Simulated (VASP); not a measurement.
# C (Imma) in VASP: single point with PBE

Aim: the single point of C with PBE.

All numbers are computed with VASP 6.6.1; they aren't measurements. Logs are shortened: lines on timing, memory, paths and dates and some standing lists are left out, and cuts for length are marked.

### 1 The cell of the first run

It takes space group Imma (No. 74, orthorhombic). The conventional cell has a = 2.522 Å, b = 2.522 Å, c = 3.567 Å, α = 90.00°, β = 90.00°, γ = 90.00°. C (site symmetry mm2) has 4 C at 1.52 to 1.57 Å within 2.0 Å.

### 2 Single point, PBE

Input file INCAR:

```
PREC = Accurate
ENCUT = 600
EDIFF = 1E-6
ISMEAR = 0
SIGMA = 0.01
LREAL = F
LASPH = T
NELM = 120
ALGO = Normal
ISIF = 2
LWAVE = F
LCHARG = F
GGA = PE
NBANDS = 11
GGA_COMPAT = F
```

Input file KPOINTS:

```
Automatic mesh
0
Gamma
  4 4 4
```

Input file POSCAR:

```
C
1.0
    0.0000000000      1.7835000000      1.7835000000
    1.7835000000      0.0000000000      1.7835000000
    1.7835000000      1.7835000000      0.0000000000
C
2
Direct
    0.1193930474      0.1306069526      0.1306069526
    0.8806069526      0.8693930474      0.8693930474
```

Potentials or basis: VASP PAW PBE potentials, release 64 (C).

The run is started by

```
$ cat potpaw_PBE.64/C/POTCAR > POTCAR
$ mpirun -np 1 vasp_std > vasp.out
```

OUTCAR:

```text
PREC = Accurate
   ENCUT = 600
   EDIFF = 1E-6
   ISMEAR = 0
   LREAL = F
   LASPH = T
   NELM = 120
   ISIF = 2
   GGA = PE

 ion  position               nearest neighbor table
   1  0.119  0.131  0.131-   2 1.52   2 1.52   2 1.57   2 1.57
   2  0.881  0.869  0.869-   1 1.52   1 1.52   1 1.57   1 1.57

  LATTYP: Found a face centered cubic cell.
 ALAT       =     3.5670000000

  Lattice vectors:

 A1 = (   0.0000000000,   1.7835000000,   1.7835000000)
 A2 = (   1.7835000000,   0.0000000000,   1.7835000000)
 A3 = (   1.7835000000,   1.7835000000,   0.0000000000)

Analysis of symmetry for initial positions (statically):
=====================================================================
 Subroutine PRICEL returns:
 Original cell was already a primitive cell.

 Routine SETGRP: Setting up the symmetry group for a
 face centered cubic supercell.

 Subroutine GETGRP returns: Found  8 space group operations
 (whereof  4 operations were pure point group operations)
 out of a pool of 48 trial point group operations.

The static configuration has the point symmetry C_2h.
 The point group associated with its full space group is D_2h.

Analysis of symmetry for dynamics (positions and initial velocities):
=====================================================================
 Subroutine PRICEL returns:
 Original cell was already a primitive cell.

 Routine SETGRP: Setting up the symmetry group for a
 face centered cubic supercell.

 Subroutine GETGRP returns: Found  8 space group operations
 (whereof  4 operations were pure point group operations)
 out of a pool of 48 trial point group operations.

The dynamic configuration has the point symmetry C_2h.
 The point group associated with its full space group is D_2h.

 Subroutine INISYM returns: Found  8 space group operations
 (whereof  4 operations are pure point group operations),
 and found     1 'primitive' translations

----------------------------------------------------------------------------------------

                                     Primitive cell

  volume of cell :      11.3462

  direct lattice vectors                    reciprocal lattice vectors
     0.000000000  1.783500000  1.783500000    -0.280347631  0.280347631  0.280347631
     1.783500000  0.000000000  1.783500000     0.280347631 -0.280347631  0.280347631
     1.783500000  1.783500000  0.000000000     0.280347631  0.280347631 -0.280347631

  length of vectors
     2.522249888  2.522249888  2.522249888     0.485576341  0.485576341  0.485576341

  position of ions in fractional coordinates (direct lattice)
[... 80 lines left out ...]
   POTIM  = 0.5000    time-step for ionic-motion
   TEBEG  =    0.0;   TEEND  =   0.0 temperature during run
   PSTRESS=    0.0 pullay stress
   NELECT =       8.0000    total number of electrons
   NUPDOWN=      -1.0000    fix difference up-down
   EMIN   =  10.00;   EMAX   =-10.00  energy-range for DOS
   EFERMI =   0.00;   METHOD = LEGACY
   ISMEAR =     0;   SIGMA  =   0.01  broadening in eV -4-tet -1-fermi 0-gaus
   EFERMI_NEDOS =   21; number of points for ismear=-14 and -15
   IALGO  =     38    algorithm
   IMIX   =      4    mixing-type and parameters
     AMIX     =   0.40;   BMIX     =  1.00
     AMIX_MAG =   1.60;   BMIX_MAG =  1.00
  volume/ion in A,a.u.               =       5.67        38.28
  Fermi-wavevector in a.u.,A,eV,Ry     =   1.457097  2.753514 28.886949  2.123131
  Thomas-Fermi vector in A             =   2.573938
   LORBIT       =      0    0 simple, 1 ext, 2 COOP (PROOUT), +10 PAW based schemes
   GGA     = PE    functional components
   LHFCALC =     F    Hartree Fock is set to
   AEXX    =    0.0000 exact exchange contribution
   IVDW    =     0    specifies the selected vdW correction
   LEPSILON=     F    determine dielectric tensor
   LRPA    =     F    only Hartree local field effects (RPA)
 non-spin polarized calculation
 Gauss-broadening in eV      SIGMA  =   0.01
  energy-cutoff  :      600.00
  volume of cell :       11.35
 maximum number of plane-waves:       392
   NGX =  9   NGY =  9   NGZ =  9

 number of electron       8.0000000 magnetization

 Free energy of the ion-electron system (eV)
  ---------------------------------------------------
  ext. energy  EPLUGINS =         0.00000000
  ---------------------------------------------------
  free energy    TOTEN  =       -18.02626633 eV

  energy without entropy =      -18.02626633  energy(sigma->0) =      -18.02626633

 E-fermi :  10.5080     XC(G=0): -13.2362

 val. band max:       10.3709143788   @ k =   0.0000   0.0000   0.0000
 cond. band min:      14.1500217413   @ k =   0.2500   0.2500   0.0000
 fundamental gap:      3.7791073625
 Fermi energy:        10.5080208764

 k-point     1 :       0.0000    0.0000    0.0000
  band No.  band energies     occupation
      1     -11.7314      2.00000
      2       9.1444      2.00000
      3       9.7803      2.00000
      4      10.3709      2.00000
      5      14.8062      0.00000
      6      15.3101      0.00000
      7      15.8912      0.00000
      8      23.0777      0.00000
      9      29.0249      0.00000
     10      36.2640      0.00000
     11      36.2734      0.00000
[... 225 lines left out ...]
 k-point    18 :       0.5000    0.2500   -0.2500
  band No.  band energies     occupation
      1      -2.2402      2.00000
      2      -2.2402      2.00000
      3       1.4424      2.00000
      4       1.4424      2.00000
      5      20.1767      0.00000
      6      20.1767      0.00000
      7      22.2753      0.00000
      8      22.2753      0.00000
      9      31.0586      0.00000
     10      31.0586      0.00000
     11      40.1702      0.00000

------------------------ aborting loop because EDIFF is reached ----------------------------------------

  FORCE on cell =-STRESS in cart. coord.  units (eV):
  Direction    XX          YY          ZZ          XY          YZ          ZX
  --------------------------------------------------------------------------------------
  -------------------------------------------------------------------------------------
  Total        0.2189732      0.2489801      0.2489801      0.0000000     -0.1291594     -0.0000000
  in kB       30.9209005     35.1581413     35.1581413      0.0000000    -18.2384185     -0.0000000
  external PRESSURE =      33.7457277 kB  Pullay stress =       0.0000000 kB

 VOLUME and BASIS-vectors are now :
 -----------------------------------------------------------------------------
  energy-cutoff  :      600.00
  volume of cell :       11.35
      direct lattice vectors                 reciprocal lattice vectors
     0.000000000  1.783500000  1.783500000    -0.280347631  0.280347631  0.280347631
     1.783500000  0.000000000  1.783500000     0.280347631 -0.280347631  0.280347631
     1.783500000  1.783500000  0.000000000     0.280347631  0.280347631 -0.280347631

 POSITION                                       TOTAL-FORCE (eV/Angst)
 -----------------------------------------------------------------------------------
      0.46587      0.44588      0.44588        -1.549864      0.000000      0.000000
      3.10113      3.12113      3.12113         1.549864      0.000000      0.000000
 -----------------------------------------------------------------------------------
    total drift:                                0.000000      0.000000      0.000000

  FREE ENERGIE OF THE ION-ELECTRON SYSTEM (eV)
  ---------------------------------------------------
  free  energy   TOTEN  =       -18.0262663329 eV

  energy  without entropy=      -18.0262663329  energy(sigma->0) =      -18.02626633
```

stdout:

```text
POSCAR found type information on POSCAR C
 POSCAR found :  1 types and       2 ions
 scaLAPACK will be used
 LDA part: xc-table for (Slater+PW92), standard interpolation
 POSCAR, INCAR and KPOINTS ok, starting setup
 FFT: planning ... GRIDC
 FFT: planning ... GRID_SOFT
 FFT: planning ... GRID
 WAVECAR not read
 entering main loop
```

Run time: 5.9 s. Hardware: 1 thread of Intel Xeon 8259CL, shared host; peak memory 0.12 GiB.

What came out:

| Quantity | Value |
| --- | --- |
| Free energy | -18.0263 eV |
| Pressure | 3.4 GPa |
| Largest force | 1.550 eV/Å |
| Band gap on the k mesh | 3.78 eV, indirect (least direct gap 4.44 eV) |

Forces in eV/Å, atoms in the order of the input:
```
C   -1.550  0.000  0.000
C    1.550  0.000  0.000
```

Levels at points of the mesh, in eV from the valence-band top:
```
           k point  band 1  band 2  band 3  band 4  band 5  band 6  band 7  band 8
(0.00, 0.00, 0.00)  -22.10   -1.23   -0.59    0.00    4.44    4.94    5.52   12.71
(0.50, 0.00, 0.00)  -16.40  -13.84   -3.80   -3.12    7.13    8.26    8.31   14.83
(0.00, 0.50, 0.00)  -16.26  -14.16   -3.67   -3.05    7.37    8.05    8.68   15.31
(0.50, 0.50, 0.00)  -13.40  -13.40   -6.90   -6.90    4.10    4.10   16.24   16.24
(0.00, 0.50, 0.50)  -13.55  -13.22   -7.12   -6.73    3.94    4.32   15.82   16.60
```

Caveat: the k points lie up to 0.76 Å⁻¹ apart; forces of over 1 eV/Å act on the atoms, so gaps and moduli don't describe the material at rest.
